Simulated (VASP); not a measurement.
Set up this calculation in VASP 6.6.1, as the native input.

```
Task                   : relaxation of cell and atoms
Functional             : PBE
Potentials or basis    : VASP PAW PBE potentials, release 64 (Mg, C)
Cutoff                 : 600 eV
k mesh                 : 6 × 6 × 6
Occupations            : gaussian, width 0.1 eV
Spin                   : no spin polarisation
Dipole correction      : no
Further INCAR settings : ALGO = Normal; EDIFF = 1e-06; IBRION = 2; EDIFFG = -0.04; NSW = 90; ISIF = 3
```

The structure of MgC lies in POSCAR:

```
MgC
1.0
   -1.8607485800      1.8912030300      2.0607474300
    1.8607485800     -1.8912030300      2.0607474300
    1.8607485800      1.8912030300     -2.0607474300
Mg C
1 1
Direct
    0.5000000000      0.0000000000      0.5000000000
    0.0000000000      0.0000000000      0.0000000000
```

The cell was generated, and may not be a known phase.

These files were run (other wordings do the same):

INCAR

```
SYSTEM = MgC
  PREC = Accurate
  ENCUT = 600
  EDIFF = 1E-6
  ISMEAR = 0
  SIGMA = 0.1
  LREAL = .False.
  LASPH = .True.
  NELM = 60
  ALGO = Normal
  ISIF = 3
  LWAVE = .False.
  LCHARG = .False.
  GGA = PE
  IBRION = 2
  NSW = 90
  EDIFFG = -0.04
```

KPOINTS

```
regular mesh
0
Gamma
  6 6 6
  0 0 0
```

Potentials or basis: VASP PAW PBE potentials, release 64 (Mg, C).

Launch:

```console
$ cat potpaw_PBE.64/Mg/POTCAR potpaw_PBE.64/C/POTCAR > POTCAR
$ mpirun -np 1 vasp_std > vasp.out
```

It gave:

```
Relaxed volume                        : 11.90 Å³/atom
Relaxed cell                          : a = 3.294 Å, b = 3.294 Å, c = 3.294 Å, α = 130.79°, β = 88.03°, γ = 112.40°
Space group after relaxing (to 0.1 Å) : Immm (No. 71)
Energy gained by relaxing             : 720.5 meV/atom
Ionic steps                           : 28
Pressure after relaxing               : 0.2 GPa
Band gap on the k mesh                : zero (bands 3 and 4 overlap by 2.39 eV)
```

Caveat: the k points lie up to 0.44 Å⁻¹ apart in the final cell, too coarse for converged energies and pressures of a metal; the volume moved by over 15 % at a fixed basis, so the end points are rough.

Wall time 5.6 min on 1 thread of Intel Xeon 8259CL, on a shared host, peak memory 0.18 GiB.
